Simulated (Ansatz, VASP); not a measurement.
## CdF2 in VASP and in Ansatz

```
Cd F
1.0
    -0.28440    2.55957    2.55957
     2.55957   -0.28440    2.55957
     2.55957    2.55957   -0.28440
Cd F
1 2
Direct
  0.00000 0.00000 0.00000
  0.25000 0.25000 0.25000
  0.75000 0.75000 0.75000
```

Alike in both runs: task single point; functional PBE; k mesh 8 × 8 × 8; occupations gaussian, width 0.05 eV; no spin polarisation.

```csv
,VASP,Ansatz
version,VASP 6.6.1,Ansatz 0.2.0
potentials or method,"VASP PAW PBE potentials, release 64 (Cd, F), cutoff 520 eV","scalar-relativistic, plane waves, PAW"
valence electrons in the cell,26,34
```

|  | VASP | Ansatz | Ansatz less VASP |
| --- | --- | --- | --- |
| gap on the k mesh at the Fermi level (eV) | 3.13 | 3.16 | +0.035 |
| least direct gap on the mesh (eV) | 3.36 | 3.39 | +0.033 |
| pressure (GPa) | 10.7 | 9.7 | -1.05 |
| traceless stress, the component that is largest in VASP (GPa) | 6.08 | 5.37 | -0.711 |
| rms of the force components (eV/Å) | 0.477 | 0.416 | -0.0602 |

Atom by atom the forces differ by 0.060 eV/Å (rms over components). The functional is the same, so the differences come from potentials, cutoffs and numerics. VASP's potentials hold 26 valence electrons a cell and Ansatz's 34, so a difference there can come from the potentials and not from the codes.
